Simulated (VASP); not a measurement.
Input of a VASP 6.6.1 run:

Contents of INCAR:

```
ALGO = Normal ; EDIFF = 1E-7
ENCUT = 520 ; GGA = PE
ISIF = 2 ; ISMEAR = -1
LASPH = True ; LCHARG = False
LREAL = False ; LWAVE = False
NBANDS = 19 ; NELM = 100
PREC = Accurate ; SIGMA = 0.05
```

The input KPOINTS:

```
k-points
0
Gamma
  9 5 9
```

File POSCAR:

```
Hg
1.0
    3.3903942626      0.0000000000      0.0000000000
    0.0000000000      5.4622191344      0.0000000000
   -1.6884460305      0.0000000000      3.0038289045
Hg
2
Direct
    0.3484403100      0.7500000000      0.1957718400
    0.6515596900      0.2500000000      0.8042281600
```

Potentials or basis: VASP PAW PBE potentials, release 64 (Hg).

Run with:

```sh
$ cat potpaw_PBE.64/Hg/POTCAR > POTCAR
$ mpirun -np 1 vasp_std > vasp.out
```

Question: Estimate the pressure.

Answer: 1.2 GPa.

Question: What does it give for the largest force?

Answer: 0.008 eV/Å.

Forces on the atoms (eV/Å):
```
Hg  -0.002  0.000 -0.007
Hg   0.002  0.000  0.007
```
